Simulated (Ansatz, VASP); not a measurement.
# Li4SiN in VASP and in Ansatz

```
Li Si N
1.0
     4.46907    0.00000    0.00000
    -2.23454    3.87033    0.00000
     0.00000    0.00000    4.87125
Li Si N
4 1 1
Direct
  0.17219 0.82781 0.00000
  0.17219 0.34439 0.00000
  0.65561 0.82781 0.00000
  0.00000 0.00000 0.50000
  0.33333 0.66667 0.50000
  0.66667 0.33333 0.00000
```

Alike in both runs: functional PBE; k mesh 12 × 12 × 8; occupations gaussian, width 0.1 eV; no spin polarisation.

Ansatz relaxed the structure, and its values are those at the end. VASP's run is a single point on that final structure, the one shown.

|  | VASP | Ansatz |
| --- | --- | --- |
| version | VASP 6.6.1 | Ansatz 0.2.0 |
| potentials or method | VASP PAW PBE potentials, release 64 (Li_sv, Si, N), cutoff 520 eV | scalar-relativistic, plane waves, PAW |
| valence electrons in the cell | 21 | 21 |

Ansatz gave:

| Property | Result |
| --- | --- |
| gap on the k mesh at the Fermi level (eV) | none |
| rms of the force components (eV/Å) | 0.002 |

Question: What did VASP give for the same quantities?

Answer: gap on the k mesh at the Fermi level (eV): none; rms of the force components (eV/Å): 0.003.

A gap of «none» marks a metal or a gap that the smearing closes.

Noted on VASP's run: the cutoff is under 1.25 times that of the potentials, so the pressure is a little rough.
